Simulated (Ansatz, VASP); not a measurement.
# One calculation of TiB2, two programs

INCAR

```
  ALGO = Normal
  EDIFF = 1E-6
  ENCUT = 520
  GGA = PE
  ISIF = 2
  ISMEAR = 0
  LASPH = True
  LCHARG = False
  LREAL = False
  LWAVE = False
  NBANDS = 37
  NELM = 80
  PREC = Accurate
  SIGMA = 0.15
```

Contents of KPOINTS:

```
k-points
0
Gamma
  15 15 4
```

The input POSCAR:

```
TiB2
1.0
   -1.5160209380     -2.6258252899      0.0000000000
    1.5160209380     -2.6258252899      0.0000000000
   -0.6064083752     -1.0503301160     11.1702647790
Ti B
3 6
Direct
   -0.3174230293      0.0000000000      0.7935575732
   -0.0865657197      0.0000000000      0.2164142992
   -0.2019943745      0.0000000000      0.5049859362
    0.6378152744      0.6666666667      0.0721284807
    0.5223866196      0.6666666667      0.3607001177
    0.4069579648      0.6666666667      0.6492717547
    0.3044819411      0.3333333333      0.0721284807
    0.1890532863      0.3333333333      0.3607001177
    0.0736246315      0.3333333333      0.6492717547
```

Input for Ansatz:

```yaml
crystal:
  lattice:
    - [-1.516020938, -2.6258252899, 0.0]
    - [1.516020938, -2.6258252899, 0.0]
    - [-0.6064083752, -1.050330116, 11.170264779]
  atoms:
    - { symbol: Ti, position: [-0.3174230293, 0.0, 0.7935575732] }
    - { symbol: Ti, position: [-0.0865657197, 0.0, 0.2164142992] }
    - { symbol: Ti, position: [-0.2019943745, 0.0, 0.5049859362] }
    - { symbol: B, position: [0.6378152744, 0.6666666667, 0.0721284807] }
    - { symbol: B, position: [0.5223866196, 0.6666666667, 0.3607001177] }
    - { symbol: B, position: [0.4069579648, 0.6666666667, 0.6492717547] }
    - { symbol: B, position: [0.3044819411, 0.3333333333, 0.0721284807] }
    - { symbol: B, position: [0.1890532863, 0.3333333333, 0.3607001177] }
    - { symbol: B, position: [0.0736246315, 0.3333333333, 0.6492717547] }
basis:
  ecutwfc: 520.0
kpoints:
  mp_grid: { grid: [15, 15, 4] }
hamiltonian:
  xc: pbe
scf:
  occupations: { method: gaussian, width: 0.15 }
output:
  forces: true
  stress: true
  eigenvalues: true
```

Alike in both runs: task single point; functional PBE; k mesh 15 × 15 × 4; occupations gaussian, width 0.15 eV; no spin polarisation.

|  | VASP | Ansatz |
| --- | --- | --- |
| version | VASP 6.6.1 | Ansatz 0.2.0 |
| potentials or method | VASP PAW PBE potentials, release 64 (Ti_sv, B), cutoff 520 eV | scalar-relativistic, plane waves, PAW |
| valence electrons in the cell | 54 | 54 |

```csv
,VASP,Ansatz,Ansatz less VASP
gap on the k mesh at the Fermi level (eV),none,none,-
pressure (GPa),-5.1,-5.2,-0.17
"traceless stress, the component that is largest in VASP (GPa)",-7.19,-7.20,-0.007
rms of the force components (eV/Å),0.243,0.241,-0.0019
```

Atom by atom the forces differ by 0.004 eV/Å (rms over components). A gap of «none» marks a metal or a gap that the smearing closes. With one functional, cell and mesh, what is left measures potentials, basis and numerics.
